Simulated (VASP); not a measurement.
Runs of VASP 6.6.1 on Mg. The structure is that of space group P6_3/mmc (No. 194), or close to it. The cells are those of the table. 

```tsv
cell	gap on the mesh (eV)	pressure (GPa)
a = 3.386, b = 3.386, c = 5.184 Å, angles 90.0, 90.0, 120.0°, 2 atoms	none	-3.3
a = 3.336, b = 3.336, c = 5.103 Å, angles 90.0, 90.0, 120.0°, 2 atoms	none	-2.2
a = 3.198, b = 3.198, c = 5.114 Å, angles 90.0, 90.0, 120.0°, 2 atoms	none	(a)
a = 3.170, b = 3.170, c = 5.459 Å, angles 90.0, 90.0, 120.0°, 2 atoms	none	(b)
a = 3.172, b = 3.172, c = 5.307 Å, angles 90.0, 90.0, 120.0°, 2 atoms	none	-0.4
```

Alike in all rows: task single point; level PBE; potentials or basis VASP PAW PBE potentials, release 64 (Mg); no spin polarisation; k mesh 15 × 15 × 8; cutoff (eV) 520; smearing gaussian 0.1 eV.

Question: Estimate the missing entries.

Answer: (a) 0.3; (b) -1.1.

A gap of «none» marks levels without a gap at the run's occupations.
